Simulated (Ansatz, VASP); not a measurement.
MgO in VASP and in Ansatz

```
CELL_PARAMETERS angstrom
0.00000 2.04436 2.04436
2.04436 0.00000 2.04436
2.04436 2.04436 0.00000
ATOMIC_POSITIONS crystal
Mg 0.00000 0.00000 0.00000
O 0.50000 0.50000 0.50000
```

Alike in both runs: task single point; functional PBE; k mesh 10 × 10 × 10; occupations gaussian, width 0.02 eV; no spin polarisation.

|  | VASP | Ansatz |
| --- | --- | --- |
| version | VASP 6.6.1 | Ansatz 0.2.0 |
| potentials or method | VASP PAW PBE potentials, release 64 (Mg, O), cutoff 600 eV | scalar-relativistic, plane waves, PAW |
| valence electrons in the cell | 8 | 16 |

|  | VASP | Ansatz | Ansatz less VASP |
| --- | --- | --- | --- |
| gap on the k mesh at the Fermi level (eV) | 5.65 | 5.66 | +0.012 |
| least direct gap on the mesh (eV) | 5.65 | 5.66 | +0.012 |
| pressure (GPa) | 21.6 | 22.6 | +1.00 |

VASP's potentials hold 8 valence electrons a cell and Ansatz's 16, so a difference there can come from the potentials and not from the codes.
